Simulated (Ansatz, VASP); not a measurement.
**Two plane-wave programs on BN**

INCAR

```
SYSTEM = BN
  PREC = Accurate
  ENCUT = 520
  EDIFF = 1E-7
  ISMEAR = 0
  SIGMA = 0.05
  LREAL = .FALSE.
  LASPH = .TRUE.
  NELM = 60
  ALGO = Normal
  ISIF = 2
  LWAVE = .FALSE.
  LCHARG = .FALSE.
  GGA = PE
  NBANDS = 26
```

The input KPOINTS:

```
Automatic mesh
0
G
  6 6 10
  0 0 0
```

POSCAR

```
BN
1.0
    4.3895000000      0.0000000000      0.0000000000
    0.0000000000      4.3895000000      0.0000000000
    0.0000000000      0.0000000000      2.5491935092
B N
4 4
Direct
    0.1742811368      0.8257188632      0.5000000000
    0.3257188632      0.3257188632      0.0000000000
    0.6742811368      0.6742811368      0.0000000000
    0.8257188632      0.1742811368      0.5000000000
    0.8126115048      0.8126115048      0.5000000000
    0.3126115048      0.6873884952      0.0000000000
    0.6873884952      0.3126115048      0.0000000000
    0.1873884952      0.1873884952      0.5000000000
```

Input for Ansatz:

```yaml
crystal:
  lattice:
    - [4.3895, 0.0, 0.0]
    - [0.0, 4.3895, 0.0]
    - [0.0, 0.0, 2.5491935092]
  atoms:
    - { symbol: B, position: [0.1742811368, 0.8257188632, 0.5] }
    - { symbol: B, position: [0.3257188632, 0.3257188632, 0.0] }
    - { symbol: B, position: [0.6742811368, 0.6742811368, 0.0] }
    - { symbol: B, position: [0.8257188632, 0.1742811368, 0.5] }
    - { symbol: "N", position: [0.8126115048, 0.8126115048, 0.5] }
    - { symbol: "N", position: [0.3126115048, 0.6873884952, 0.0] }
    - { symbol: "N", position: [0.6873884952, 0.3126115048, 0.0] }
    - { symbol: "N", position: [0.1873884952, 0.1873884952, 0.5] }
basis:
  ecutwfc: 520.0
kpoints:
  mp_grid: { grid: [6, 6, 10] }
hamiltonian:
  xc: pbe
  pseudopotentials: { kind: paw, azcp: { folder: soft_1 } }
scf:
  occupations: { method: gaussian, width: 0.05 }
output:
  forces: true
  stress: true
  eigenvalues: true
```

Alike in both runs: task single point; functional PBE; k mesh 6 × 6 × 10; occupations gaussian, width 0.05 eV; no spin polarisation.

|  | VASP | Ansatz |
| --- | --- | --- |
| version | VASP 6.6.1 | Ansatz 0.2.0 |
| potentials or method | VASP PAW PBE potentials, release 64 (B, N), cutoff 520 eV | scalar-relativistic, plane waves, PAW |
| valence electrons in the cell | 32 | 32 |

```csv
,VASP,Ansatz,Ansatz less VASP
gap on the k mesh at the Fermi level (eV),4.79,4.80,+0.013
least direct gap on the mesh (eV),5.88,5.90,+0.014
pressure (GPa),5.6,5.2,-0.41
"traceless stress, the component that is largest in VASP (GPa)",-3.78,-3.83,-0.050
rms of the force components (eV/Å),0.045,0.043,-0.0022
```

Atom by atom the forces differ by 0.002 eV/Å (rms over components). With one functional, cell and mesh, what is left measures potentials, basis and numerics.
